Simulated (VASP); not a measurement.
Crystal: AlN.

```
Al N
1.0
     0.00000    2.03906    2.00380
     2.03906    0.00000    2.00380
     2.03906    2.03906    0.00000
Al N
1 1
Direct
  0.00000 0.00000 0.00000
  0.50000 0.50000 0.50000
```

This cell differs from its parent crystal: epitaxial xy strain +1.0%.

Base run:

- Program: VASP 6.6.1
- Functional: r2SCAN
- Potentials or basis: VASP PAW PBE potentials, release 64 (Al, N)
- Cutoff: 520 eV
- k mesh: 10 × 10 × 10
- Occupations: gaussian, width 0.01 eV
- Spin: no spin polarisation

Its results: band gap on the k mesh 5.26 eV, indirect (least direct gap 6.34 eV); pressure -4.0 GPa.

**Question.** The run is repeated on the same cell with these changes: functional from r2SCAN to PBE; k mesh from 10 × 10 × 10 to 6 × 6 × 6. What comes out?

**Answer.** Band gap on the k mesh 4.38 eV, indirect (least direct gap 5.51 eV); pressure 2.9 GPa.

Several settings changed at once, so the effect can't be laid on one alone.

Caveats: some runs use coarse meshes; the PAW data sets were made with another functional, which shifts forces and pressure a little (some runs).

A k mesh can miss the band edges.
